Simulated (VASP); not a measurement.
The system is Mg4TiN.

```xyz
6
Lattice="3.5384 0.0000 0.0000 -1.7692 3.0644 0.0000 0.0000 0.0000 7.7627" Properties=species:S:1:pos:R:3 pbc="T T T"
Mg    0.0000    2.0429    5.9495
Mg    0.0000    2.0429    1.8131
Mg    1.7692    1.0215    5.9495
Mg    1.7692    1.0215    1.8131
Ti    0.0000    0.0000    0.0000
N     0.0000    0.0000    3.8813
```

The cell was built from a structure type or drawn by symmetry, and may not be a known phase.

| Quantity | Value |
| --- | --- |
| Program | VASP 6.6.1 |
| Task | relaxation of cell and atoms |
| Functional | PBE |
| Potentials or basis | VASP PAW PBE potentials, release 64 (Mg, Ti_sv, N) |
| Cutoff | 600 eV |
| k mesh | 6 × 6 × 2 |
| Occupations | gaussian, width 0.1 eV |
| Spin | collinear spin |
| Starting moments | [0.0, 0.0, 0.0, 0.0, 1.0, 0.0] μB |

At the start: pressure 42.4 GPa; volume 14.03 Å³/atom.

Q: Where does the relaxation end?

A: Over 10 steps the energy falls by 1860.3 meV/atom and the volume is 17.53 Å³/atom (+24.9 %); space group P6/mmm (No. 191, to 0.1 Å) before and after; moment 0.00 μB per cell.

Step by step:
| step | energy change (eV) | largest force (eV/Å) | pressure (GPa) | volume (Å³) |
| --- | --- | --- | --- | --- |
| 1 | 0.0000 | 2.6961 | 42.40 | 84.17 |
| 2 | -8.8904 | 0.3105 | -5.18 | 134.19 |
| 3 | -8.8921 | 0.2979 | -5.24 | 134.69 |
| 4 | -9.8477 | 0.1566 | -4.11 | 123.59 |
| 5 | -9.8313 | 1.8897 | 14.95 | 88.87 |
| 6 | -10.5533 | 0.0634 | -1.91 | 113.17 |
| 7 | -11.0422 | 0.5737 | 2.60 | 101.15 |
| 8 | -11.1275 | 0.2690 | 0.34 | 104.12 |
| 9 | -11.1354 | 0.3568 | 0.76 | 103.46 |
| 10 | -11.1616 | 0.0038 | -0.07 | 105.17 |

Final structure:
```
Mg Ti N
1.0
     4.74982    0.00000    0.00000
    -2.37491    4.11346    0.00000
     0.00000    0.00000    5.38273
Mg Ti N
4 1 1
Direct
  0.33333 0.66667 0.75227
  0.33333 0.66667 0.24773
  0.66667 0.33333 0.75227
  0.66667 0.33333 0.24773
  0.00000 0.00000 0.00000
  0.00000 0.00000 0.50000
```

Caveat: the k points lie up to 0.58 Å⁻¹ apart in the final cell; the volume moved by over 15 % at a fixed basis, so the end points are rough.
